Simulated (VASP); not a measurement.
Write the native input for VASP 6.6.1 that does the following.

| Quantity | Value |
| --- | --- |
| Task | single point |
| Functional | PBE |
| Potentials or basis | VASP PAW PBE potentials, release 64 (Al, Co) |
| Cutoff | 520 eV |
| k mesh | 24 × 24 × 24 |
| Occupations | gaussian, width 0.15 eV |
| Spin | no spin polarisation |
| Dipole correction | no |
| Further INCAR settings | ALGO = Fast; EDIFF = 1e-07; NBANDS = 13 |

The structure of AlCo lies in POSCAR:

```
AlCo
1.0
    3.2013133731      0.0000000000      0.0000000000
    0.0000000000      3.2013133731      0.0000000000
    0.0000000000      0.0000000000      2.2633285548
Al Co
1 1
Direct
    0.0000000000      0.0000000000      0.0000000000
    0.5000000000      0.5000000000      0.5000000000
```

This cell differs from its parent crystal: ratio of the length along z to the lengths across it x 0.707, volume and fractional coordinates fixed.

These files were run (other wordings do the same):

INCAR

```
PREC = Accurate
ENCUT = 520
EDIFF = 1E-7
ISMEAR = 0
SIGMA = 0.15
LREAL = False
LASPH = True
NELM = 80
ALGO = Fast
ISIF = 2
LWAVE = False
LCHARG = True
GGA = PE
LELF = True
LVHAR = True
NBANDS = 13
```

KPOINTS

```
Automatic mesh
0
Gamma
  24 24 24
```

Potentials or basis: VASP PAW PBE potentials, release 64 (Al, Co).

Launch:

```bash
$ cat potpaw_PBE.64/Al/POTCAR potpaw_PBE.64/Co/POTCAR > POTCAR
$ mpirun -np 1 vasp_std > vasp.out
```

Results of the run:

- Pressure: 19.9 GPa
- Band gap on the k mesh: zero (bands 6 and 7 overlap by 3.31 eV)

Caveat: the stress differs along the axes, from -10 to 81 GPa; the run has no spin polarisation, though such a crystal can be magnetic.

Run time: 2.9 min on 1 thread of Intel(R) Xeon(R) Platinum 8559C (Emerald Rapids), on a shared host, peak memory 0.47 GiB.
